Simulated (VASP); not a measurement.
Write the native input for VASP 6.6.1 that does the following.

```yaml
Task: single point
Functional: r2SCAN
Potentials_or_basis: VASP PAW PBE potentials, release 64 (Ca_sv, O)
Cutoff: 520 eV
k_mesh: 8 × 8 × 8
Occupations: gaussian, width 0.05 eV
Spin: no spin polarisation
Dipole_correction: no
Further_INCAR_settings: ALGO = Normal; EDIFF = 1e-06; NBANDS = 15
```

The system is CaO.

```
CELL_PARAMETERS angstrom
2.92213 0.00000 0.00000
0.00000 2.92213 0.00000
0.00000 0.00000 2.92213
ATOMIC_POSITIONS crystal
Ca 0.00000 0.00000 0.00000
O 0.50000 0.50000 0.50000
```

This cell differs from its parent crystal: volume scaled by 1.020.

One way to write it, as run:

POSCAR

```
CaO
1.0
    2.9221339385      0.0000000000      0.0000000000
    0.0000000000      2.9221339385      0.0000000000
    0.0000000000      0.0000000000      2.9221339385
Ca O
1 1
Direct
    0.0000000000      0.0000000000      0.0000000000
    0.5000000000      0.5000000000      0.5000000000
```

INCAR.step1

```
SYSTEM = CaO
PREC = Accurate
ENCUT = 520
ISMEAR = 0
SIGMA = 0.05
LREAL = .FALSE.
LASPH = .TRUE.
NELM = 100
NBANDS = 15
GGA = PE
ALGO = Normal
EDIFF = 1E-4
LWAVE = .TRUE.
LCHARG = .FALSE.
```

INCAR.step2

```
SYSTEM = CaO
PREC = Accurate
ENCUT = 520
EDIFF = 1E-6
ISMEAR = 0
SIGMA = 0.05
LREAL = .FALSE.
LASPH = .TRUE.
NELM = 100
ALGO = Normal
ISIF = 2
LWAVE = .FALSE.
LCHARG = .FALSE.
METAGGA = R2SCAN
LMIXTAU = .TRUE.
NBANDS = 15
ISTART = 1
```

KPOINTS

```
Automatic mesh
0
G
  8 8 8
  0 0 0
```

Potentials or basis: VASP PAW PBE potentials, release 64 (Ca_sv, O).

The run is started by

```console
$ cat potpaw_PBE.64/Ca_sv/POTCAR potpaw_PBE.64/O/POTCAR > POTCAR
$ cp INCAR.step1 INCAR
$ mpirun -np 1 vasp_std > vasp.out
$ cp INCAR.step2 INCAR
$ mpirun -np 1 vasp_std > vasp.out
```

Results of the run:

```yaml
Pressure: -1.3 GPa
Band_gap_on_the_k_mesh: 3.28 eV, indirect (least direct gap 3.59 eV)
```

Caveat: the PAW data sets were made with another functional, which shifts forces and pressure a little.

Wall time 25 s on 1 thread of Intel(R) Xeon(R) Platinum 8559C (Emerald Rapids), with other jobs on the host, peak memory 0.15 GiB.
